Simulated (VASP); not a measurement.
## Si8NO14 (a cell with a defect): single point with LDA

Si8NO14 (a cell with a defect):

```
Si O N
1.0
    -4.16930   -4.16930    0.00000
     4.16930   -4.16930    0.00000
     0.00000    0.00000    5.33040
Si O N
8 14 1
Direct
  0.49988 0.50197 0.00191
  0.99988 0.50009 0.25038
  0.49988 0.50196 0.49886
  0.99988 0.48612 0.75038
  0.99988 0.99980 0.02261
  0.49988 0.00033 0.25038
  0.99988 0.99981 0.47816
  0.49988 0.00253 0.75038
  0.19332 0.50089 0.00189
  0.99988 0.19957 0.25038
  0.80645 0.50090 0.00189
  0.99988 0.80139 0.25039
  0.19332 0.50089 0.49887
  0.80645 0.50089 0.49887
  0.69051 0.99803 0.00943
  0.49988 0.69211 0.25039
  0.30925 0.99803 0.00943
  0.49988 0.30911 0.25038
  0.69051 0.99803 0.49134
  0.49988 0.69570 0.75038
  0.30925 0.99804 0.49134
  0.49988 0.30838 0.75038
  0.99988 0.09603 0.75039
```

| Quantity | Value |
| --- | --- |
| Program | VASP 6.6.1 |
| Task | single point |
| Functional | LDA |
| Potentials or basis | VASP PAW LDA potentials, release 64 (Si, O, N) |
| Cutoff | 520 eV |
| k mesh | 1 × 1 × 1 |
| Occupations | gaussian, width 0.05 eV |
| Spin | collinear spin, zero start |
| Starting moments | [0.0, 0.0, 0.0, 0.0, 0.0, 0.0, 0.0, 0.0, 0.0, 0.0, 0.0, 0.0, 0.0, 0.0, 0.0, 0.0, 0.0, 0.0, 0.0, 0.0, 0.0, 0.0, 0.0] μB |
| Dipole correction | no |
| Further INCAR settings | ALGO = Normal; EDIFF = 1e-06; NBANDS = 82 |

- Pressure: 10.6 GPa
- Largest force: 4.997 eV/Å
- Net moment: 1.00 μB per cell
- Site moments: Si +0.00, +0.13, +0.02 (each value once); O +0.04, +0.01, +0.00, -0.00 (each value once); N +0.03 μB
- Valence electrons inside the program's atomic spheres: Si 1.50, 1.51, 1.45, 1.68, 1.59, 1.44 (each value once); O 5.22, 5.28, 5.26, 5.23, 5.24 (each value once); N 4.04

Forces in eV/Å, atoms in the order of the input:
```
Si  -0.079  0.079 -0.063
Si  -0.187  0.187  0.000
Si  -0.079  0.079  0.063
Si  -0.608  0.608  0.000
Si  -0.121  0.121 -0.527
Si  -0.134  0.134  0.000
Si  -0.121  0.121  0.527
Si  -0.054  0.054  0.000
O   -0.150  0.120 -0.095
O   -0.169  0.169  0.000
O   -0.120  0.150 -0.095
O   -0.097  0.097  0.000
O   -0.150  0.120  0.095
O   -0.120  0.150  0.095
O   -0.305  0.165 -0.145
O   -0.090  0.090  0.000
O   -0.165  0.305 -0.145
O   -0.174  0.174  0.000
O   -0.305  0.165  0.145
O   -0.047  0.047  0.000
O   -0.165  0.305  0.145
O   -0.095  0.095  0.000
N    3.534 -3.534  0.000
```

Stress tensor (GPa, compression positive):
```
 2.32  0.84  0.00
 0.84  2.32  0.00
 0.00  0.00 27.09
```

Levels at points of the mesh, in eV from the Fermi level:
Spin up:
```tsv
k point	band 57	band 58	band 59	band 60	band 61	band 62	band 63	band 64	band 65	band 66
(0.00, 0.00, 0.00)	-3.88	-3.67	-2.88	-1.13	-0.24	3.41	3.74	3.87	4.26	4.47
```
Spin down:
```
           k point  band 58  band 59  band 60  band 61  band 62  band 63
(0.00, 0.00, 0.00)    -3.64    -2.86    -1.09     0.48     3.49     3.94
```

Wall time 37 s on 1 thread of Intel(R) Xeon(R) Platinum 8559C (Emerald Rapids) (shared host), peak memory 0.25 GiB.

Caveat: the k points lie up to 1.18 Å⁻¹ apart.
